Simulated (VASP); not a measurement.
# Rh (P6_3/mmc) in VASP: further runs

The runs below take Rh through single point, with LDA.

Everything below comes from runs of VASP 6.6.1. Logs are shortened: lines on timing, memory, paths and dates and some standing lists are left out, and cuts for length are marked.

## 1. The cell of the first run

The structure is hexagonal, space group P6_3/mmc (No. 194). Conventional cell: a = 2.710 Å, b = 2.710 Å, c = 8.856 Å, α = 90.00°, β = 90.00°, γ = 120.00°. Rh (site symmetry -6m2) has 12 Rh at 2.71 Å within 3.6 Å. Rh (site symmetry -3m) has 12 Rh at 2.71 Å within 3.6 Å.

## 2. Single point, LDA

Input file INCAR:

```
SYSTEM = Rh
PREC = Accurate ; ENCUT = 520
EDIFF = 1E-6 ; ISMEAR = -1
SIGMA = 0.05 ; LREAL = .False.
LASPH = .True. ; NELM = 80
ALGO = Normal ; ISIF = 2
LWAVE = .False. ; LCHARG = .True.
LELF = .True. ; LVHAR = .True.
NBANDS = 38
```

Input file KPOINTS:

```
regular mesh
0
Gamma
  11 11 3
  0 0 0
```

Input file POSCAR:

```
Rh
1.0
    2.7095712663      0.0000000000      0.0000000000
   -1.3547856331      2.3465575500      0.0000000000
    0.0000000000      0.0000000000      8.8563371932
Rh
4
Direct
    0.6666666667      0.3333333333      0.7500000000
    0.0000000000      0.0000000000      0.5000000000
    0.3333333333      0.6666666667      0.2500000000
    0.0000000000      0.0000000000      0.0000000000
```

Potentials or basis: VASP PAW LDA potentials, release 64 (Rh_pv).

Command:

```sh
cat potpaw_LDA.64/Rh_pv/POTCAR > POTCAR
mpirun -np 1 vasp_std > vasp.out
```

OUTCAR:

```text
SYSTEM = Rh
   PREC = Accurate
   ENCUT = 520
   EDIFF = 1E-6
   ISMEAR = -1
   LREAL = .False.
   LASPH = .True.
   NELM = 80
   ISIF = 2

 ion  position               nearest neighbor table
   1  0.667  0.333  0.750-   2 2.71   4 2.71   2 2.71   4 2.71   2 2.71   4 2.71
   2  0.000  0.000  0.500-   1 2.71   3 2.71   3 2.71   1 2.71   1 2.71   3 2.71
   3  0.333  0.667  0.250-   2 2.71   4 2.71   2 2.71   4 2.71   2 2.71   4 2.71
   4  0.000  0.000  0.000-   1 2.71   3 2.71   3 2.71   1 2.71   1 2.71   3 2.71

  LATTYP: Found a hexagonal cell.
 ALAT       =     2.7095712663
 C/A-ratio  =     3.2685382014

  Lattice vectors:

 A1 = (   2.7095712663,   0.0000000000,   0.0000000000)
 A2 = (  -1.3547856331,   2.3465575500,   0.0000000000)
 A3 = (   0.0000000000,   0.0000000000,   8.8563371932)

Analysis of symmetry for initial positions (statically):
=====================================================================
 Subroutine PRICEL returns:
 Original cell was already a primitive cell.

 Routine SETGRP: Setting up the symmetry group for a
 hexagonal supercell.

 Subroutine GETGRP returns: Found 24 space group operations
 (whereof 12 operations were pure point group operations)
 out of a pool of 24 trial point group operations.

The static configuration has the point symmetry D_3d.
 The point group associated with its full space group is D_6h.

Analysis of symmetry for dynamics (positions and initial velocities):
=====================================================================
 Subroutine PRICEL returns:
 Original cell was already a primitive cell.

 Routine SETGRP: Setting up the symmetry group for a
 hexagonal supercell.

 Subroutine GETGRP returns: Found 24 space group operations
 (whereof 12 operations were pure point group operations)
 out of a pool of 24 trial point group operations.

The dynamic configuration has the point symmetry D_3d.
 The point group associated with its full space group is D_6h.

 Subroutine INISYM returns: Found 24 space group operations
 (whereof 12 operations are pure point group operations),
 and found     1 'primitive' translations

----------------------------------------------------------------------------------------

                                     Primitive cell

  volume of cell :      56.3101

  direct lattice vectors                    reciprocal lattice vectors
     2.709571266  0.000000000  0.000000000     0.369062077  0.213078090  0.000000000
    -1.354785633  2.346557550  0.000000000     0.000000000  0.426156179  0.000000000
     0.000000000  0.000000000  8.856337193     0.000000000  0.000000000  0.112913497

  length of vectors
     2.709571266  2.709571266  8.856337193     0.426156179  0.426156179  0.112913497

  position of ions in fractional coordinates (direct lattice)
     0.666666667  0.333333333  0.750000000
     0.000000000  0.000000000  0.500000000
     0.333333333  0.666666667  0.250000000
     0.000000000  0.000000000  0.000000000

  ion indices of the primitive-cell ions
   primitive index   ion index
                 1           1
                 2           2
                 3           3
                 4           4

----------------------------------------------------------------------------------------

 KPOINTS: regular mesh

Automatic generation of k-mesh.
 Grid dimensions read from file:
 generate k-points for:   11   11    3

 Generating k-lattice:

  Cartesian coordinates                     Fractional coordinates (reciprocal lattice)
     0.033551098  0.019370735  0.000000000     0.090909091  0.000000000  0.000000000
     0.000000000  0.038741471  0.000000000     0.000000000  0.090909091  0.000000000
     0.000000000  0.000000000  0.037637832     0.000000000  0.000000000  0.333333333

  Length of vectors
     0.038741471  0.038741471  0.037637832

  Shift w.r.t. Gamma in fractional coordinates (k-lattice)
     0.000000000  0.000000000  0.000000000

 Subroutine IBZKPT returns following result:
 ===========================================

 Found     32 irreducible k-points:

 Following reciprocal coordinates:
            Coordinates               Weight
  0.000000  0.000000  0.000000      1.000000
  0.090909  0.000000  0.000000      6.000000
  0.181818 -0.000000  0.000000      6.000000
  0.272727  0.000000  0.000000      6.000000
  0.363636 -0.000000  0.000000      6.000000
  0.454545 -0.000000  0.000000      6.000000
[... 16 lines left out ...]
  0.090909  0.090909  0.333333     12.000000
  0.181818  0.090909  0.333333     24.000000
 [... further k-points ...]
   k-points           NKPTS =     32   k-points in BZ     NKDIM =     32   number of bands    NBANDS=     38
   number of dos      NEDOS =    301   number of ions     NIONS =      4
   total plane-waves  NPLWV =  28000
   dimension x,y,z NGX =    20 NGY =   20 NGZ =   70
   dimension x,y,z NGXF=    40 NGYF=   40 NGZF=  140
   ions per type =               4
   NGX,Y,Z   is equivalent  to a cutoff of  12.27, 12.27, 13.14 a.u.
   NGXF,Y,Z  is equivalent  to a cutoff of  24.54, 24.54, 26.28 a.u.
 SYSTEM =  Rh
   PREC   = accura    normal or accurate (medium, high low for compatibility)
   ISTART =      0    job   : 0-new  1-cont  2-samecut
   ICHARG =      2    charge: 1-file 2-atom 10-const
   ISPIN  =      1    spin polarized calculation?
   LNONCOLLINEAR =      F non collinear calculations
   LSORBIT =      F    spin-orbit coupling
   LASPH  =      T    aspherical Exc in radial PAW
   ENCUT  =  520.0 eV  38.22 Ry    6.18 a.u.   5.04  5.04 16.47*2*pi/ulx,y,z
   NELM   =     80;   NELMIN=  2; NELMDL= -5     # of ELM steps
   EDIFF  = 0.1E-05   stopping-criterion for ELM
   LREAL  =      F    real-space projection
   EDIFFG = 0.1E-04   stopping-criterion for IOM
   NSW    =      0    number of steps for IOM
   IBRION =     -1    ionic relax: 0-MD 1-quasi-New 2-CG
   NFREE  =      0    steps in history (QN), initial steepest desc. (CG)
   ISIF   =      2    stress and relaxation
   ISYM   =      2    0-nonsym 1-usesym 2-fastsym
   POTIM  = 0.5000    time-step for ionic-motion
   TEBEG  =    0.0;   TEEND  =   0.0 temperature during run
   PSTRESS=    0.0 pullay stress
   NELECT =      60.0000    total number of electrons
   NUPDOWN=      -1.0000    fix difference up-down
   EMIN   =  10.00;   EMAX   =-10.00  energy-range for DOS
   EFERMI =   0.00;   METHOD = LEGACY
   ISMEAR =    -1;   SIGMA  =   0.05  broadening in eV -4-tet -1-fermi 0-gaus
   EFERMI_NEDOS =   21; number of points for ismear=-14 and -15
   IALGO  =     38    algorithm
   IMIX   =      4    mixing-type and parameters
     AMIX     =   0.40;   BMIX     =  1.00
     AMIX_MAG =   1.60;   BMIX_MAG =  1.00
  volume/ion in A,a.u.               =      14.08        95.00
  Fermi-wavevector in a.u.,A,eV,Ry     =   1.672104  3.159818 38.040959  2.795932
  Thomas-Fermi vector in A             =   2.757310
   LORBIT       =      0    0 simple, 1 ext, 2 COOP (PROOUT), +10 PAW based schemes
   GGA     = CA    functional components
   LHFCALC =     F    Hartree Fock is set to
   AEXX    =    0.0000 exact exchange contribution
   IVDW    =     0    specifies the selected vdW correction
   LEPSILON=     F    determine dielectric tensor
   LRPA    =     F    only Hartree local field effects (RPA)
 non-spin polarized calculation
  energy-cutoff  :      520.00
  volume of cell :       56.31
 maximum number of plane-waves:      1535
   NGX = 11   NGY = 11   NGZ = 33

 number of electron      59.9999992 magnetization

 Free energy of the ion-electron system (eV)
  ---------------------------------------------------
  ext. energy  EPLUGINS =         0.00000000
  ---------------------------------------------------
  free energy    TOTEN  =       -34.50690515 eV

  energy without entropy =      -34.45420689  energy(sigma->0) =      -34.48055602

 E-fermi :  11.2948     XC(G=0): -14.2012

 val. band max:       11.2934178274   @ k =   0.3636   0.2727   0.3333
 cond. band min:      11.2948835270   @ k =   0.3636  -0.0000   0.3333
 fundamental gap:      0.0014656996
 Fermi energy:        11.2947562659

 k-point     1 :       0.0000    0.0000    0.0000
  band No.  band energies     occupation
      1     -35.5347      2.00000
      2     -35.1981      2.00000
      3     -35.1977      2.00000
      4     -34.9314      2.00000
      5     -34.9314      2.00000
      6     -34.8885      2.00000
[... 30 lines left out ...]
     37      19.5767      0.00000
     38      25.6171      0.00000

 k-point     2 :       0.0909    0.0000    0.0000
  band No.  band energies     occupation
      1     -35.5169      2.00000
      2     -35.2027      2.00000
      3     -35.2026      2.00000
      4     -34.9729      2.00000
      5     -34.9448      2.00000
      6     -34.9209      2.00000
[... 30 lines left out ...]
     37      19.5341      0.00000
     38      25.9068      0.00000

 k-point     3 :       0.1818   -0.0000    0.0000
  band No.  band energies     occupation
      1     -35.4670      2.00000
      2     -35.2335      2.00000
      3     -35.2292      2.00000
      4     -35.0797      2.00000
      5     -35.0128      2.00000
      6     -34.9825      2.00000
[... 30 lines left out ...]
     37      19.4486      0.00000
     38      26.3003      0.00000

 k-point     4 :       0.2727    0.0000    0.0000
  band No.  band energies     occupation
      1     -35.4005      2.00000
      2     -35.3226      2.00000
      3     -35.2981      2.00000
      4     -35.2124      2.00000
      5     -35.1591      2.00000
      6     -35.0355      2.00000
[... 30 lines left out ...]
     37      19.4383      0.00000
     38      23.8632      0.00000
[... 703 lines left out ...]
      4     -35.4074      2.00000
      5     -35.1639      2.00000
      6     -35.1149      2.00000
[... 30 lines left out ...]
     37      20.1294      0.00000
     38      20.1927      0.00000

 k-point    23 :       0.0909    0.0909    0.3333
  band No.  band energies     occupation
      1     -35.4478      2.00000
      2     -35.3512      2.00000
      3     -35.0886      2.00000
      4     -35.0313      2.00000
      5     -35.0049      2.00000
      6     -35.0018      2.00000
[... 30 lines left out ...]
     37      20.9984      0.00000
     38      23.8182      0.00000

 k-point    24 :       0.1818    0.0909    0.3333
  band No.  band energies     occupation
      1     -35.4028      2.00000
      2     -35.3493      2.00000
      3     -35.1969      2.00000
      4     -35.1367      2.00000
      5     -35.1280      2.00000
      6     -35.0788      2.00000
[... 30 lines left out ...]
     37      21.3418      0.00000
     38      24.2041      0.00000

 [... further k-points ...]
[... 5 lines left out ...]
  --------------------------------------------------------------------------------------
  -------------------------------------------------------------------------------------
  Total       -5.3271688     -5.3271688     -5.8894673     -0.0000000      0.0000000      0.0000000
  in kB     -151.5727415   -151.5727415   -167.5716967     -0.0000000      0.0000000      0.0000000
  external PRESSURE =    -156.9057265 kB  Pullay stress =       0.0000000 kB

 VOLUME and BASIS-vectors are now :
 -----------------------------------------------------------------------------
  energy-cutoff  :      520.00
  volume of cell :       56.31
      direct lattice vectors                 reciprocal lattice vectors
     2.709571266  0.000000000  0.000000000     0.369062077  0.213078090  0.000000000
    -1.354785633  2.346557550  0.000000000     0.000000000  0.426156179  0.000000000
     0.000000000  0.000000000  8.856337193     0.000000000  0.000000000  0.112913497

 POSITION                                       TOTAL-FORCE (eV/Angst)
 -----------------------------------------------------------------------------------
      1.35479      0.78219      6.64225        -0.000000     -0.000000     -0.000000
      0.00000      0.00000      4.42817         0.000000      0.000000      0.000000
     -0.00000      1.56437      2.21408         0.000000      0.000000     -0.000000
      0.00000      0.00000      0.00000         0.000000      0.000000      0.000000
 -----------------------------------------------------------------------------------
    total drift:                                0.000000     -0.000000      0.000000

  FREE ENERGIE OF THE ION-ELECTRON SYSTEM (eV)
  ---------------------------------------------------
  free  energy   TOTEN  =       -34.5069051535 eV

  energy  without entropy=      -34.4542068948  energy(sigma->0) =      -34.48055602
```

Wall time 32 s (1 thread of AMD EPYC 9R45 (Zen 5), shared host); peak memory 0.15 GiB.

Results:

```
Free energy            : -34.5069 eV
Pressure               : -15.7 GPa
Band gap on the k mesh : zero (band 30 reaches 11.90 eV, above the bottom of band 31 at 10.31 eV)
```

Levels at points of the mesh, in eV from the Fermi level:
```tsv
k point	band 26	band 27	band 28	band 29	band 30	band 31	band 32	band 33
(0.00, 0.00, 0.00)	-2.56	-2.56	-1.39	-1.39	-0.82	-0.82	-0.34	-0.34
```

## 3. Single point, LDA

This run uses another cell than the first one, of 14.35 Å³/atom, 1.020 times its volume.

Input file INCAR:

```
SYSTEM = Rh
PREC = Accurate
ENCUT = 520
EDIFF = 1E-7
ISMEAR = -1
SIGMA = 0.05
LREAL = .FALSE.
LASPH = .TRUE.
NELM = 60
ALGO = Normal
ISIF = 2
LWAVE = .FALSE.
LCHARG = .TRUE.
LELF = .TRUE.
LVHAR = .TRUE.
NBANDS = 38
```

Input file KPOINTS:

```
Automatic mesh
0
G
  11 11 3
  0 0 0
```

Input file POSCAR:

```
Rh
1.0
    2.7271663779      0.0000000000      0.0000000000
   -1.3635831889      2.3617953636      0.0000000000
    0.0000000000      0.0000000000      8.9138474877
Rh
4
Direct
    0.6666666667      0.3333333333      0.7500000000
    0.0000000000      0.0000000000      0.5000000000
    0.3333333333      0.6666666667      0.2500000000
    0.0000000000      0.0000000000      0.0000000000
```

Potentials or basis: VASP PAW LDA potentials, release 64 (Rh_pv).

Command:

```sh
cat potpaw_LDA.64/Rh_pv/POTCAR > POTCAR
mpirun -np 1 vasp_std > vasp.out
```

Run time: 34 s. Hardware: 1 thread of AMD EPYC 9R45 (Zen 5), shared host; peak memory 0.14 GiB.

The run converged. Its results:

```yaml
Free_energy: -34.3847 eV
Pressure: -19.9 GPa
Band_gap_on_the_k_mesh: zero (band 30 reaches 11.53 eV, above the bottom of band 31 at 9.99 eV)
```

Stress tensor (GPa, compression positive):
```
-19.41   0.00   0.00
  0.00 -19.41   0.00
  0.00   0.00 -20.95
```

Levels at points of the mesh, in eV from the Fermi level:
| k point | band 26 | band 27 | band 28 | band 29 | band 30 | band 31 | band 32 | band 33 |
| --- | --- | --- | --- | --- | --- | --- | --- | --- |
| (0.00, 0.00, 0.00) | -2.48 | -2.48 | -1.35 | -1.35 | -0.79 | -0.79 | -0.33 | -0.33 |
